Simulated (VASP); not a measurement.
## SnSe: single point with PBE

SnSe:

```xyz
2
Lattice="0.0000 3.0100 3.0100 3.0100 0.0000 3.0100 3.0100 3.0100 0.0000" Properties=species:S:1:pos:R:3 pbc="T T T"
Sn    0.0000    0.0000    0.0000
Se    3.0100    3.0100    3.0100
```

* Program: VASP 6.6.1
* Task: single point
* Functional: PBE
* Potentials or basis: VASP PAW PBE potentials, release 64 (Sn_d, Se)
* Cutoff: 520 eV
* k mesh: 13 × 13 × 13
* Occupations: fermi-dirac, width 0.02 eV
* Spin: no spin polarisation
* Dipole correction: no
* Further INCAR settings: ALGO = Normal; EDIFF = 1e-06; NBANDS = 17

The pressure is 1.1 GPa.

Levels at points of the mesh, in eV from the Fermi level:
```csv
k point,band 7,band 8,band 9,band 10,band 11,band 12,band 13,band 14
"(0.00, 0.00, 0.00)",-5.26,-2.38,-2.38,-2.38,4.12,4.12,4.12,5.67
```

It took 57 s on 1 thread of AMD EPYC 7R13 Processor (Zen 3), with other jobs on the host, peak memory 0.2 GiB.

Caveat: this odd mesh misses L, where the gap lies, so gap, dielectric constants and Born charges aren't listed; spin-orbit coupling is left out, which moves the levels of the heavy elements.
